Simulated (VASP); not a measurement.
# NbAl7N8 in VASP: single point with PBEsol+U

Aim: the single point of NbAl7N8 with PBEsol+U.

Program: VASP 6.6.1. These are calculated values, not measurements. Logs are shortened: lines on timing, memory, paths and dates and some standing lists are left out, and cuts for length are marked.

## 1. The cell of the first run

The typed cell holds 16 atoms: a = 6.220 Å, b = 6.220 Å, c = 4.980 Å, α = 90.00°, β = 90.00°, γ = 120.00°.

## 2. Single point, PBEsol+U, collinear spin

Contents of INCAR:

```
SYSTEM = NbAl7N8
PREC = Accurate
ENCUT = 520
EDIFF = 1E-7
ISMEAR = 0
SIGMA = 0.05
LREAL = Auto
LASPH = .True.
NELM = 150
ALGO = Normal
ISIF = 2
LWAVE = .False.
LCHARG = .False.
ISPIN = 2
MAGMOM = 0.84 0 0 0 0.01 0.01 0.01 0 0.01 0 0 0 0.02 0.02 0.02 0
LORBIT = 11
LMAXMIX = 4
LDAU = .True.
LDAUTYPE = 2
LDAUL = 2 -1 -1
LDAUU = 2 0 0
LDAUJ = 0 0 0
LDAUPRINT = 1
GGA = PS
NBANDS = 55
```

Contents of KPOINTS:

```
Automatic mesh
0
Gamma
  3 3 4
  0 0 0
```

Contents of POSCAR:

```
NbAl7N8
1.0
    6.2200009000      0.0000000000      0.0000000000
   -3.1100004000      5.3866788000      0.0000000000
    0.0000000000      0.0000000000      4.9800000000
Nb Al N
1 7 8
Direct
    0.3338417743      0.1666276143      0.9651237301
    0.3342406972      0.6668325378      0.0049829633
    0.8337097530      0.1663245265      0.0050034951
    0.8336936286      0.6668201850      0.0050110067
    0.1637037653      0.3368497293      0.4970635264
    0.1636873568      0.8262611323      0.4970751282
    0.6742438362      0.3368391606      0.4970901299
    0.6672381422      0.8333371740      0.5015561599
    0.3338759008      0.1666459026      0.4321118678
    0.3365163943      0.6679721355      0.3802378052
    0.8325784308      0.1640550719      0.3802522820
    0.8325734744      0.6679534474      0.3802579307
    0.1519303112      0.3486090891      0.8740846827
    0.1519190416      0.8027449092      0.8741002976
    0.6977341548      0.3485889324      0.8741258016
    0.6672264891      0.8333369640      0.8824691579
```

Potentials or basis: VASP PAW PBE potentials, release 64 (Nb_sv, Al, N).

Started as:

```sh
> cat potpaw_PBE.64/Nb_sv/POTCAR potpaw_PBE.64/Al/POTCAR potpaw_PBE.64/N/POTCAR > POTCAR
> mpirun -np 1 vasp_std > vasp.out
```

OUTCAR:

```text
SYSTEM = NbAl7N8
   PREC = Accurate
   ENCUT = 520
   EDIFF = 1E-7
   ISMEAR = 0
   LREAL = Auto
   LASPH = .True.
   NELM = 150
   ISIF = 2
   ISPIN = 2
   LORBIT = 11
   GGA = PS

 ion  position               nearest neighbor table
   1  0.334  0.167  0.965-  14 2.01  15 2.01  13 2.01   9 2.33   6 2.97   5 2.97   7 2.97   4 3.12
                             3 3.12   2 3.12   2 3.12   3 3.12   4 3.12
   2  0.334  0.667  0.005-  13 1.84  14 1.84  10 1.87  16 1.89   5 3.03   6 3.03   8 3.05   8 3.08
                             6 3.09   5 3.09   4 3.11   3 3.11   3 3.11   4 3.11   1 3.12   1 3.12
   3  0.834  0.166  0.005-  13 1.84  15 1.84  11 1.87  16 1.89   5 3.03   7 3.03   8 3.05   8 3.08
                             7 3.09   5 3.09   2 3.11   4 3.11   4 3.11   2 3.11   1 3.12   1 3.12
   4  0.834  0.667  0.005-  15 1.84  14 1.84  12 1.87  16 1.89   6 3.03   7 3.03   8 3.05   8 3.08
                             7 3.09   6 3.09   2 3.11   3 3.11   3 3.11   2 3.11   1 3.12   1 3.12
   5  0.164  0.337  0.497-   9 1.86  11 1.88  10 1.88  13 1.88   1 2.97   3 3.03   2 3.03   6 3.04
                             7 3.04   2 3.09   3 3.09   8 3.11   8 3.11   7 3.18   6 3.18
   6  0.164  0.826  0.497-   9 1.86  12 1.88  10 1.88  14 1.88   1 2.97   4 3.03   2 3.03   5 3.04
                             7 3.04   2 3.09   4 3.09   8 3.11   8 3.11   7 3.18   5 3.18
   7  0.674  0.337  0.497-   9 1.86  12 1.88  11 1.88  15 1.88   1 2.97   4 3.03   3 3.03   6 3.04
                             5 3.04   3 3.09   4 3.09   8 3.11   8 3.11   5 3.18   6 3.18
   8  0.667  0.833  0.502-  12 1.88  11 1.88  10 1.88  16 1.90   4 3.05   3 3.05   2 3.05   2 3.08
                             4 3.08   3 3.08   6 3.11   5 3.11   7 3.11   7 3.11   5 3.11   6 3.11
   9  0.334  0.167  0.432-   7 1.86   5 1.86   6 1.86   1 2.33
  10  0.337  0.668  0.380-   2 1.87   6 1.88   5 1.88   8 1.88
  11  0.833  0.164  0.380-   3 1.87   5 1.88   7 1.88   8 1.88
  12  0.833  0.668  0.380-   4 1.87   6 1.88   7 1.88   8 1.88
  13  0.152  0.349  0.874-   2 1.84   3 1.84   5 1.88   1 2.01
  14  0.152  0.803  0.874-   4 1.84   2 1.84   6 1.88   1 2.01
  15  0.698  0.349  0.874-   4 1.84   3 1.84   7 1.88   1 2.01
  16  0.667  0.833  0.882-   2 1.89   4 1.89   3 1.89   8 1.90

  LATTYP: Found a hexagonal cell.
 ALAT       =     6.2200009000
 C/A-ratio  =     0.8006429710

  Lattice vectors:

 A1 = (   6.2200009000,   0.0000000000,   0.0000000000)
 A2 = (  -3.1100004000,   5.3866788000,   0.0000000000)
 A3 = (   0.0000000000,   0.0000000000,   4.9800000000)

Analysis of symmetry for initial positions (statically):
=====================================================================
 Subroutine PRICEL returns:
 Original cell was already a primitive cell.

 Routine SETGRP: Setting up the symmetry group for a
 hexagonal supercell.

 Subroutine GETGRP returns: Found  1 space group operations
 (whereof  1 operations were pure point group operations)
 out of a pool of 24 trial point group operations.

The static configuration has the point symmetry C_1 .

Analysis of symmetry for dynamics (positions and initial velocities):
=====================================================================
 Subroutine PRICEL returns:
 Original cell was already a primitive cell.

 Routine SETGRP: Setting up the symmetry group for a
 hexagonal supercell.

 Subroutine GETGRP returns: Found  1 space group operations
 (whereof  1 operations were pure point group operations)
 out of a pool of 24 trial point group operations.

The dynamic configuration has the point symmetry C_1 .

Analysis of structural, dynamic, and magnetic symmetry:
=====================================================================
 Subroutine PRICEL returns:
 Original cell was already a primitive cell.

 Routine SETGRP: Setting up the symmetry group for a
 hexagonal supercell.

 Subroutine GETGRP returns: Found  1 space group operations
 (whereof  1 operations were pure point group operations)
 out of a pool of 24 trial point group operations.

The overall configuration has the point symmetry C_1 .

 Subroutine INISYM returns: Found  1 space group operations
 (whereof  1 operations are pure point group operations),
 and found     1 'primitive' translations

----------------------------------------------------------------------------------------

                                     Primitive cell

  volume of cell :     166.8556

  direct lattice vectors                    reciprocal lattice vectors
     6.220000900  0.000000000  0.000000000     0.160771681  0.092821572  0.000000000
    -3.110000400  5.386678800  0.000000000     0.000000000  0.185643146  0.000000000
     0.000000000  0.000000000  4.980000000     0.000000000  0.000000000  0.200803213

  length of vectors
[... 123 lines left out ...]
     AMIX     =   0.40;   BMIX     =  1.00
     AMIX_MAG =   1.60;   BMIX_MAG =  1.00
  volume/ion in A,a.u.               =      10.43        70.37
  Fermi-wavevector in a.u.,A,eV,Ry     =   1.248452  2.359232 21.206474  1.558632
  Thomas-Fermi vector in A             =   2.382538
   LORBIT       =     11    0 simple, 1 ext, 2 COOP (PROOUT), +10 PAW based schemes
 LDA+U is selected, type is set to LDAUTYPE =  2
   angular momentum for each species LDAUL =     2   -1   -1
   U (eV)           for each species LDAUU =   2.0  0.0  0.0
   J (eV)           for each species LDAUJ =   0.0  0.0  0.0
   GGA     = PS    functional components
   LHFCALC =     F    Hartree Fock is set to
   AEXX    =    0.0000 exact exchange contribution
   IVDW    =     0    specifies the selected vdW correction
   LEPSILON=     F    determine dielectric tensor
   LRPA    =     F    only Hartree local field effects (RPA)
 spin polarized calculation
 Gauss-broadening in eV      SIGMA  =   0.05
  energy-cutoff  :      520.00
  volume of cell :      166.86
 maximum number of plane-waves:      4554
 NGX is ok and might be reduce to    48
   NGX = 23   NGY = 23   NGZ = 19

atom =   1  type =  1  l = 2

 onsite density matrix

spin component  1

  0.2320 -0.0000 -0.0000  0.0807 -0.0000
 -0.0000  0.6585 -0.0000  0.0000  0.0807
 -0.0000 -0.0000  0.1663 -0.0000  0.0000
  0.0807  0.0000 -0.0000  0.6585 -0.0000
 -0.0000  0.0807  0.0000 -0.0000  0.2321

spin component  2

  0.1731  0.0000 -0.0000 -0.0443  0.0000
  0.0000  0.0738  0.0000 -0.0000 -0.0443
 -0.0000  0.0000  0.1478  0.0000  0.0000
 -0.0443 -0.0000  0.0000  0.0738  0.0000
  0.0000 -0.0443  0.0000  0.0000  0.1731

 occupancies and eigenvectors

  o =  0.0569  v =  0.0000  0.0000  0.0000  0.0000  0.0000  0.3561 -0.0010 -0.0000  0.9344 -0.0005      0.0000  0.0000  0.0000  0.0000  0.0000  0.0000  0.0000  0.0000  0.0000  0.0000
  o =  0.0569  v =  0.0000  0.0000  0.0000  0.0000  0.0000  0.0003  0.9344 -0.0001  0.0011  0.3563      0.0000  0.0000  0.0000  0.0000  0.0000  0.0000  0.0000  0.0000  0.0000  0.0000
  o =  0.1478  v =  0.0000  0.0000  0.0000  0.0000  0.0000  0.0001  0.0001  1.0000 -0.0000 -0.0002      0.0000  0.0000  0.0000  0.0000  0.0000  0.0000  0.0000  0.0000  0.0000  0.0000
  o =  0.1663  v =  0.0001  0.0001  1.0000  0.0000 -0.0002  0.0000  0.0000  0.0000  0.0000  0.0000      0.0000  0.0000  0.0000  0.0000  0.0000  0.0000  0.0000  0.0000  0.0000  0.0000
  o =  0.1900  v =  0.0000  0.0000  0.0000  0.0000  0.0000  0.5430  0.2900 -0.0002 -0.2070 -0.7604      0.0000  0.0000  0.0000  0.0000  0.0000  0.0000  0.0000  0.0000  0.0000  0.0000
  o =  0.1900  v =  0.0000  0.0000  0.0000  0.0000  0.0000 -0.7605  0.2070 -0.0000  0.2898 -0.5430      0.0000  0.0000  0.0000  0.0000  0.0000  0.0000  0.0000  0.0000  0.0000  0.0000
  o =  0.2173  v =  0.5764  0.1459 -0.0002 -0.1055 -0.7971  0.0000  0.0000  0.0000  0.0000  0.0000      0.0000  0.0000  0.0000  0.0000  0.0000  0.0000  0.0000  0.0000  0.0000  0.0000
  o =  0.2173  v =  0.7971 -0.1054  0.0001 -0.1457  0.5765  0.0000  0.0000  0.0000  0.0000  0.0000      0.0000  0.0000  0.0000  0.0000  0.0000  0.0000  0.0000  0.0000  0.0000  0.0000
  o =  0.6733  v = -0.1449 -0.5822  0.0000 -0.7929 -0.1064  0.0000  0.0000  0.0000  0.0000  0.0000      0.0000  0.0000  0.0000  0.0000  0.0000  0.0000  0.0000  0.0000  0.0000  0.0000
  o =  0.6733  v =  0.1066 -0.7929  0.0000  0.5822 -0.1452  0.0000  0.0000  0.0000  0.0000  0.0000      0.0000  0.0000  0.0000  0.0000  0.0000  0.0000  0.0000  0.0000  0.0000  0.0000

 number of electron      73.9999996 magnetization       1.9999577

 Free energy of the ion-electron system (eV)
  ---------------------------------------------------
  ext. energy  EPLUGINS =         0.00000000
  ---------------------------------------------------
  free energy    TOTEN  =      -126.26593248 eV

  energy without entropy =     -126.26593215  energy(sigma->0) =     -126.26593232

 E-fermi :  10.0775     XC(G=0): -11.4000

 val. band max:        9.9318254911   @ k =   0.3333   0.3333   0.5000
 cond. band min:      10.2230909975   @ k =   0.3333   0.3333   0.0000
 fundamental gap:      0.2912655064
 Fermi energy:        10.0774579565

 spin component 1

 k-point     1 :       0.0000    0.0000    0.0000
  band No.  band energies     occupation
      1     -46.2400      1.00000
      2     -22.6721      1.00000
      3     -22.6720      1.00000
      4     -22.4267      1.00000
      5      -8.5746      1.00000
      6      -6.6199      1.00000
[... 977 lines left out ...]
     48      14.3281      0.00000
     49      15.0908      0.00000
 Fermi energy:        10.0774579565

 spin component 2

 k-point     1 :       0.0000    0.0000    0.0000
  band No.  band energies     occupation
      1     -45.4120      1.00000
      2     -21.8630      1.00000
      3     -21.8630      1.00000
      4     -21.2491      1.00000
      5      -8.5286      1.00000
      6      -6.5860      1.00000
[... 977 lines left out ...]
     48      14.5578      0.00000
     49      15.3574      0.00000
 [bands above 49 left out]

------------------------ aborting loop because EDIFF is reached ----------------------------------------

  FORCE on cell =-STRESS in cart. coord.  units (eV):
  Direction    XX          YY          ZZ          XY          YZ          ZX
  --------------------------------------------------------------------------------------
  -------------------------------------------------------------------------------------
  Total       14.0416070     14.0422680      6.7530913     -0.0002418      0.0004387      0.0004653
  in kB      134.8299973    134.8363442     64.8443786     -0.0023222      0.0042124      0.0044678
  external PRESSURE =     111.5035734 kB  Pullay stress =       0.0000000 kB

 VOLUME and BASIS-vectors are now :
 -----------------------------------------------------------------------------
  energy-cutoff  :      520.00
  volume of cell :      166.86
      direct lattice vectors                 reciprocal lattice vectors
     6.220000900  0.000000000  0.000000000     0.160771681  0.092821572  0.000000000
    -3.110000400  5.386678800  0.000000000     0.000000000  0.185643146  0.000000000
     0.000000000  0.000000000  4.980000000     0.000000000  0.000000000  0.200803213

 POSITION                                       TOTAL-FORCE (eV/Angst)
 -----------------------------------------------------------------------------------
      1.55828      0.89757      4.80632         0.000706      0.001357      0.052049
      0.00513      3.59201      0.02482         0.032265      0.019023      0.045982
      4.66841      0.89594      0.02492         0.001305     -0.038781      0.045462
      3.11176      3.59195      0.02495        -0.034154      0.018495      0.044908
     -0.02937      1.81450      2.47538         0.002674     -0.002093     -0.048109
     -1.55154      4.45080      2.47543         0.001198      0.004008     -0.048986
[... 8 lines left out ...]
      3.25580      1.87774      4.35315         0.020687      0.011870     -0.029892
      1.55847      4.48892      4.39470        -0.000250      0.000189     -0.009059
 -----------------------------------------------------------------------------------
    total drift:                                0.001544     -0.004049      0.012467

  FREE ENERGIE OF THE ION-ELECTRON SYSTEM (eV)
  ---------------------------------------------------
  free  energy   TOTEN  =      -126.2659324784 eV

  energy  without entropy=     -126.2659321543  energy(sigma->0) =     -126.26593232

 total charge

# of ion       s       p       d       tot
------------------------------------------
    1        2.188   6.041   2.549  10.779
    2        0.375   0.470   0.000   0.845
    3        0.375   0.470   0.000   0.845
    4        0.375   0.470   0.000   0.845
    5        0.374   0.457   0.000   0.831
    6        0.374   0.457   0.000   0.831
[... 8 lines left out ...]
   15        1.234   2.655   0.000   3.889
   16        1.219   2.622   0.000   3.841
--------------------------------------------------
tot         14.601  30.382   2.549  47.533

 magnetization (x)

# of ion       s       p       d       tot
------------------------------------------
    1        0.010   0.012   1.289   1.311
    2        0.003   0.005   0.000   0.008
    3        0.003   0.005   0.000   0.008
    4        0.003   0.005   0.000   0.008
    5        0.005   0.005   0.000   0.010
    6        0.005   0.005   0.000   0.010
[... 8 lines left out ...]
   15       -0.000   0.014   0.000   0.014
   16        0.000   0.002   0.000   0.002
--------------------------------------------------
tot          0.035   0.110   1.289   1.434
```

Wall time 14 min (1 thread of Intel Xeon Platinum 8259CL at 2.50GHz (Skylake/Cascade Lake), shared host); peak memory 0.49 GiB.

What came out:

```yaml
Free_energy: -126.2659 eV
Pressure: 11.2 GPa
Largest_force: 0.060 eV/Å
Band_gap_on_the_k_mesh: 0.29 eV (least direct gap 0.66 eV)
Net_moment: 2.00 μB per cell
Site_moments: Nb +1.31; Al +0.01, +0.00 (each value once); N +0.01, +0.00 (each value once) μB
Valence_electrons_inside_the_program's_atomic_spheres: Nb 10.78; Al 0.84, 0.83, 0.82 (each value once); N 3.81, 3.87, 3.89, 3.84 (each value once)
```

Forces in eV/Å, atoms in the order of the input:
```
Nb   0.001  0.001  0.052
Al   0.032  0.019  0.046
Al   0.001 -0.039  0.045
Al  -0.034  0.018  0.045
Al   0.003 -0.002 -0.048
Al   0.001  0.004 -0.049
Al  -0.002 -0.002 -0.049
Al  -0.002  0.000 -0.012
N   -0.001  0.000  0.027
N   -0.011 -0.006  0.014
N    0.000  0.012  0.014
N    0.010 -0.005  0.014
N   -0.019  0.011 -0.030
N    0.000 -0.023 -0.030
N    0.021  0.012 -0.030
N    0.000  0.000 -0.009
```

Eigenvalues of the final occupation matrices:
```csv
site,spin,trace,eigenvalues
site 1 d,1,1.95,0.17 0.22 0.22 0.67 0.67
site 1 d,2,0.64,0.06 0.06 0.15 0.19 0.19
```

Caveat: the cell stands under pressure; the PAW data sets were made with another functional, which shifts forces and pressure a little; an odd mesh through Γ misses points on the zone boundary, where band edges can lie.
